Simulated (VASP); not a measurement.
Write the native input for VASP 6.6.1 that does the following.

* Task: single point
* Functional: PBE
* Potentials or basis: VASP PAW PBE potentials, release 64 (Li_sv)
* Cutoff: 520 eV
* k mesh: 10 × 10 × 6
* Occupations: fermi-dirac, width 0.05 eV
* Spin: no spin polarisation
* Dipole correction: no
* Further INCAR settings: ALGO = Normal; EDIFF = 1e-07; NBANDS = 14

The structure of Li lies in POSCAR:

```
Li
1.0
    2.8100210103      0.0000000000      0.0000000000
   -1.4050105052      2.4335495801      0.0000000000
    0.0000000000      0.0000000000      8.8616707004
Li
4
Direct
    0.0000000000      0.0000000000      0.0000000000
    0.0000000000      0.0000000000      0.5000000000
    0.3333333333      0.6666666667      0.2500000000
    0.6666666667      0.3333333333      0.7500000000
```

This isn't the form of Li at room conditions, which is bcc.

The input as run:

INCAR

```
SYSTEM = Li
PREC = Accurate
ENCUT = 520
EDIFF = 1E-7
ISMEAR = -1
SIGMA = 0.05
LREAL = .False.
LASPH = .True.
NELM = 100
ALGO = Normal
ISIF = 2
LWAVE = .False.
LCHARG = .False.
GGA = PE
NBANDS = 14
```

KPOINTS

```
Automatic mesh
0
Gamma
  10 10 6
  0 0 0
```

Potentials or basis: VASP PAW PBE potentials, release 64 (Li_sv).

Run with:

```bash
$ cat potpaw_PBE.64/Li_sv/POTCAR > POTCAR
$ mpirun -np 1 vasp_std > vasp.out
```

It gave:

```
Band gap on the k mesh : zero (bands 6 and 7 overlap by 4.26 eV)
```

Run time: 71 s on 1 thread of Intel Xeon 8259CL, with other jobs on the host, peak memory 0.19 GiB.
